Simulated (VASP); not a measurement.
# HfN (P6_3/mmc) in VASP: single point with PBEsol

Aim: the single point of HfN with PBEsol.

Everything below comes from runs of VASP 6.6.1. Logs are shortened: lines on timing, memory, paths and dates and some standing lists are left out, and cuts for length are marked.

### Step 1. The cell of the first run

The structure is hexagonal, space group P6_3/mmc (No. 194). Conventional cell: a = 3.127 Å, b = 3.127 Å, c = 5.385 Å, α = 90.00°, β = 90.00°, γ = 120.00°. Within 3.0 Å of Hf (site symmetry -6m2) lie 6 N at 2.25 Å. Within 3.0 Å of N (site symmetry -3m) lie 6 Hf at 2.25 Å and 2 N at 2.69 Å.

### Step 2. Single point, PBEsol

INCAR reads:

```
ALGO = Normal
EDIFF = 1E-6
ENCUT = 600
GGA = PS
GGA_COMPAT = False
ISIF = 2
ISMEAR = 0
LASPH = True
LCHARG = False
LREAL = False
LWAVE = False
NBANDS = 40
NELM = 120
PREC = Accurate
SIGMA = 0.15
```

KPOINTS reads:

```
k-points
0
Gamma
  14 14 4
```

POSCAR reads:

```
HfN
1.0
   -3.1273463818      0.0000000000      0.0000000000
   -1.5636731909     -2.7083614131      0.0000000000
    0.0000000000      0.0000000000     10.7699112705
Hf N
4 4
Direct
    0.6666666667      0.6666666667      0.3750000000
    0.6666666667      0.6666666667      0.8750000000
    0.3333333333      0.3333333333      0.1250000000
    0.3333333333      0.3333333333      0.6250000000
    0.0000000000      1.0000000000      0.5000000000
    0.0000000000      1.0000000000      0.0000000000
    0.0000000000      1.0000000000      0.2500000000
    0.0000000000      1.0000000000      0.7500000000
```

Potentials or basis: VASP PAW PBE potentials, release 64 (Hf_pv, N).

On the command line:

```sh
$ cat potpaw_PBE.64/Hf_pv/POTCAR potpaw_PBE.64/N/POTCAR > POTCAR
$ mpirun -np 1 vasp_std > vasp.out
```

OUTCAR:

```text
EDIFF = 1E-6
   ENCUT = 600
   GGA = PS
   ISIF = 2
   ISMEAR = 0
   LASPH = True
   LREAL = False
   NELM = 120
   PREC = Accurate

 ion  position               nearest neighbor table
   1  0.667  0.667  0.375-   5 2.25   7 2.25   5 2.25   7 2.25   5 2.25   7 2.25   3 3.24   4 3.24
                             3 3.24   4 3.24   3 3.24   4 3.24
   2  0.667  0.667  0.875-   6 2.25   8 2.25   6 2.25   8 2.25   6 2.25   8 2.25   3 3.24   4 3.24
                             3 3.24   4 3.24   3 3.24   4 3.24
   3  0.333  0.333  0.125-   6 2.25   7 2.25   6 2.25   7 2.25   6 2.25   7 2.25   1 3.24   2 3.24
                             1 3.24   2 3.24   1 3.24   2 3.24
   4  0.333  0.333  0.625-   5 2.25   8 2.25   5 2.25   8 2.25   5 2.25   8 2.25   1 3.24   2 3.24
                             1 3.24   2 3.24   1 3.24   2 3.24
   5  0.000  0.000  0.500-   1 2.25   4 2.25   1 2.25   4 2.25   4 2.25   1 2.25
   6  0.000  0.000  0.000-   2 2.25   3 2.25   2 2.25   3 2.25   3 2.25   2 2.25
   7  0.000  0.000  0.250-   1 2.25   3 2.25   1 2.25   3 2.25   3 2.25   1 2.25
   8  0.000  0.000  0.750-   2 2.25   4 2.25   2 2.25   4 2.25   4 2.25   2 2.25

  LATTYP: Found a hexagonal cell.
 ALAT       =     3.1273463818
 C/A-ratio  =     3.4437858669

  Lattice vectors:

 A1 = (   1.5636731909,   2.7083614131,   0.0000000000)
 A2 = (  -3.1273463818,   0.0000000000,   0.0000000000)
 A3 = (   0.0000000000,   0.0000000000,  10.7699112705)

Analysis of symmetry for initial positions (statically):
=====================================================================
 Subroutine PRICEL returns following result:

  LATTYP: Found a hexagonal cell.
 ALAT       =     3.1273463818
 C/A-ratio  =     1.7218929334

  Lattice vectors:

 A1 = (   1.5636731909,   2.7083614131,   0.0000000000)
 A2 = (  -3.1273463818,   0.0000000000,   0.0000000000)
 A3 = (   0.0000000000,   0.0000000000,   5.3849556352)

   2 primitive cells build up your supercell.

 Routine SETGRP: Setting up the symmetry group for a
 hexagonal supercell.

 Subroutine GETGRP returns: Found 24 space group operations
 (whereof 12 operations were pure point group operations)
 out of a pool of 24 trial point group operations.

The static configuration has the point symmetry D_3d.
 The point group associated with its full space group is D_6h.

Analysis of symmetry for dynamics (positions and initial velocities):
=====================================================================
 Subroutine PRICEL returns following result:

  LATTYP: Found a hexagonal cell.
 ALAT       =     3.1273463818
 C/A-ratio  =     1.7218929334

  Lattice vectors:

 A1 = (   1.5636731909,   2.7083614131,   0.0000000000)
 A2 = (  -3.1273463818,   0.0000000000,   0.0000000000)
 A3 = (   0.0000000000,   0.0000000000,   5.3849556352)

   2 primitive cells build up your supercell.

 Routine SETGRP: Setting up the symmetry group for a
 hexagonal supercell.

 Subroutine GETGRP returns: Found 24 space group operations
 (whereof 12 operations were pure point group operations)
 out of a pool of 24 trial point group operations.

The dynamic configuration has the point symmetry D_3d.
 The point group associated with its full space group is D_6h.

 Subroutine INISYM returns: Found 24 space group operations
 (whereof 12 operations are pure point group operations),
 and found     2 'primitive' translations

----------------------------------------------------------------------------------------

                                     Primitive cell

  volume of cell :      45.6105

  direct lattice vectors                    reciprocal lattice vectors
     1.563673191  2.708361413  0.000000000     0.000000000  0.369226941  0.000000000
    -3.127346382  0.000000000  0.000000000    -0.319759911  0.184613471  0.000000000
     0.000000000  0.000000000  5.384955635     0.000000000  0.000000000  0.185702551

  length of vectors
     3.127346382  3.127346382  5.384955635     0.369226941  0.369226941  0.185702551

  position of ions in fractional coordinates (direct lattice)
     0.333333333  0.666666667  0.750000000
     0.666666667  0.333333333  0.250000000
     0.000000000  0.000000000  0.000000000
     0.000000000  0.000000000  0.500000000

  ion indices of the primitive-cell ions
   primitive index   ion index
                 1           1
                 2           3
                 3           5
                 4           7

----------------------------------------------------------------------------------------

 KPOINTS: k-points

Automatic generation of k-mesh.
 Grid dimensions read from file:
 generate k-points for:   14   14    4

 Generating k-lattice:

  Cartesian coordinates                     Fractional coordinates (reciprocal lattice)
    -0.022839994  0.013186676  0.000000000     0.071428571  0.000000000  0.000000000
     0.000000000 -0.026373353  0.000000000     0.000000000  0.071428571  0.000000000
     0.000000000  0.000000000  0.023212819     0.000000000  0.000000000  0.250000000

  Length of vectors
     0.026373353  0.026373353  0.023212819

  Shift w.r.t. Gamma in fractional coordinates (k-lattice)
     0.000000000  0.000000000  0.000000000

 Subroutine IBZKPT returns following result:
 ===========================================

 Found     72 irreducible k-points:

 Following reciprocal coordinates:
            Coordinates               Weight
  0.000000  0.000000  0.000000      1.000000
  0.071429  0.000000  0.000000      6.000000
  0.142857  0.000000  0.000000      6.000000
  0.214286  0.000000  0.000000      6.000000
  0.285714  0.000000  0.000000      6.000000
  0.357143  0.000000  0.000000      6.000000
[... 16 lines left out ...]
 -0.428571  0.285714  0.000000      6.000000
 -0.357143  0.285714  0.000000      6.000000
 [... further k-points ...]
   k-points           NKPTS =     72   k-points in BZ     NKDIM =     72   number of bands    NBANDS=     40
   number of dos      NEDOS =    301   number of ions     NIONS =      8
   total plane-waves  NPLWV =  70560
   dimension x,y,z NGX =    28 NGY =   28 NGZ =   90
   dimension x,y,z NGXF=    56 NGYF=   56 NGZF=  180
   ions per type =               4   4
   NGX,Y,Z   is equivalent  to a cutoff of  14.88, 14.88, 13.89 a.u.
   NGXF,Y,Z  is equivalent  to a cutoff of  29.77, 29.77, 27.79 a.u.
 SYSTEM =  unknown system
   PREC   = accura    normal or accurate (medium, high low for compatibility)
   ISTART =      0    job   : 0-new  1-cont  2-samecut
   ICHARG =      2    charge: 1-file 2-atom 10-const
   ISPIN  =      1    spin polarized calculation?
   LNONCOLLINEAR =      F non collinear calculations
   LSORBIT =      F    spin-orbit coupling
   LASPH  =      T    aspherical Exc in radial PAW
   ENCUT  =  600.0 eV  44.10 Ry    6.64 a.u.   6.25  6.25 21.51*2*pi/ulx,y,z
   NELM   =    120;   NELMIN=  2; NELMDL= -5     # of ELM steps
   EDIFF  = 0.1E-05   stopping-criterion for ELM
   LREAL  =      F    real-space projection
   EDIFFG = 0.1E-04   stopping-criterion for IOM
   NSW    =      0    number of steps for IOM
   IBRION =     -1    ionic relax: 0-MD 1-quasi-New 2-CG
   NFREE  =      0    steps in history (QN), initial steepest desc. (CG)
   ISIF   =      2    stress and relaxation
   ISYM   =      2    0-nonsym 1-usesym 2-fastsym
   POTIM  = 0.5000    time-step for ionic-motion
   TEBEG  =    0.0;   TEEND  =   0.0 temperature during run
   PSTRESS=    0.0 pullay stress
   NELECT =      60.0000    total number of electrons
   NUPDOWN=      -1.0000    fix difference up-down
   EMIN   =  10.00;   EMAX   =-10.00  energy-range for DOS
   EFERMI =   0.00;   METHOD = LEGACY
   ISMEAR =     0;   SIGMA  =   0.15  broadening in eV -4-tet -1-fermi 0-gaus
   EFERMI_NEDOS =   21; number of points for ismear=-14 and -15
   IALGO  =     38    algorithm
   IMIX   =      4    mixing-type and parameters
     AMIX     =   0.40;   BMIX     =  1.00
     AMIX_MAG =   1.60;   BMIX_MAG =  1.00
  volume/ion in A,a.u.               =      11.40        76.95
  Fermi-wavevector in a.u.,A,eV,Ry     =   1.423728  2.690456 27.579026  2.027001
  Thomas-Fermi vector in A             =   2.544295
   LORBIT       =      0    0 simple, 1 ext, 2 COOP (PROOUT), +10 PAW based schemes
   GGA     = PS    functional components
   LHFCALC =     F    Hartree Fock is set to
   AEXX    =    0.0000 exact exchange contribution
   IVDW    =     0    specifies the selected vdW correction
   LEPSILON=     F    determine dielectric tensor
   LRPA    =     F    only Hartree local field effects (RPA)
 non-spin polarized calculation
 Gauss-broadening in eV      SIGMA  =   0.15
  energy-cutoff  :      600.00
  volume of cell :       91.22
 maximum number of plane-waves:      3062
 NGX is ok and might be reduce to    28
   NGX = 13   NGY = 13   NGZ = 43

 number of electron      59.9999994 magnetization

 Free energy of the ion-electron system (eV)
  ---------------------------------------------------
  ext. energy  EPLUGINS =         0.00000000
  ---------------------------------------------------
  free energy    TOTEN  =       -91.76161204 eV

  energy without entropy =      -91.74950199  energy(sigma->0) =      -91.75555702

 E-fermi :   7.8211     XC(G=0): -12.9564

 val. band max:        7.7955911464   @ k =  -0.4286   0.1429   0.0000
 cond. band min:       7.8239348094   @ k =   0.0000   0.0000   0.2500
 fundamental gap:      0.0283436629
 Fermi energy:         7.8211463048

 k-point     1 :       0.0000    0.0000    0.0000
  band No.  band energies     occupation
      1     -23.7933      2.00000
      2     -23.3597      2.00000
      3     -23.3597      2.00000
      4     -22.8814      2.00000
      5     -22.7838      2.00000
      6     -22.7838      2.00000
[... 32 lines left out ...]
     39      10.8787      0.00000
     40      10.8803      0.00000

 k-point     2 :       0.0714    0.0000    0.0000
  band No.  band energies     occupation
      1     -23.7741      2.00000
      2     -23.3563      2.00000
      3     -23.3563      2.00000
      4     -22.8832      2.00000
      5     -22.8299      2.00000
      6     -22.7986      2.00000
[... 939 lines left out ...]
  band No.  band energies     occupation
      1     -23.5671      2.00000
      2     -23.4870      2.00000
      3     -23.4870      2.00000
      4     -23.3460      2.00000
      5     -23.3460      2.00000
      6     -23.3188      2.00000
[... 32 lines left out ...]
     39      13.7644      0.00000
     40      13.9226      0.00000

 [... further k-points ...]

------------------------ aborting loop because EDIFF is reached ----------------------------------------

  FORCE on cell =-STRESS in cart. coord.  units (eV):
  Direction    XX          YY          ZZ          XY          YZ          ZX
  --------------------------------------------------------------------------------------
  -------------------------------------------------------------------------------------
  Total       -1.1170497     -1.1170497     -0.8872045     -0.0000000      0.0000000      0.0000000
  in kB      -19.6195184    -19.6195184    -15.5825875     -0.0000000      0.0000000      0.0000000
  external PRESSURE =     -18.2738748 kB  Pullay stress =       0.0000000 kB

 VOLUME and BASIS-vectors are now :
 -----------------------------------------------------------------------------
  energy-cutoff  :      600.00
  volume of cell :       91.22
      direct lattice vectors                 reciprocal lattice vectors
    -3.127346382  0.000000000  0.000000000    -0.319759911  0.184613471  0.000000000
    -1.563673191 -2.708361413  0.000000000     0.000000000 -0.369226941  0.000000000
     0.000000000  0.000000000 10.769911270     0.000000000  0.000000000  0.092851276

 POSITION                                       TOTAL-FORCE (eV/Angst)
 -----------------------------------------------------------------------------------
     -3.12735     -1.80557      4.03872        -0.000000      0.000000      0.000000
     -3.12735     -1.80557      9.42367        -0.000000      0.000000      0.000000
     -1.56367     -0.90279      1.34624         0.000000     -0.000000      0.000000
     -1.56367     -0.90279      6.73119         0.000000     -0.000000      0.000000
      0.00000      0.00000      5.38496         0.000000      0.000000      0.000000
      0.00000      0.00000      0.00000        -0.000000      0.000000      0.000000
      0.00000      0.00000      2.69248        -0.000000     -0.000000     -0.000000
      0.00000      0.00000      8.07743        -0.000000      0.000000     -0.000000
 -----------------------------------------------------------------------------------
    total drift:                                0.000000      0.000000     -0.000000

  FREE ENERGIE OF THE ION-ELECTRON SYSTEM (eV)
  ---------------------------------------------------
  free  energy   TOTEN  =       -91.7616120431 eV

  energy  without entropy=      -91.7495019871  energy(sigma->0) =      -91.75555702
```

Wall time 4.4 min (1 thread of AMD EPYC 7R13 (Zen 3), shared host); peak memory 0.38 GiB.

Results:

```
Free energy            : -91.7616 eV
Pressure               : -1.8 GPa
Band gap on the k mesh : zero (bands 30 and 31 overlap by 1.36 eV)
```

Caveat: the PAW data sets were made with another functional, which shifts forces and pressure a little; spin-orbit coupling is left out, which moves the levels of the heavy elements.
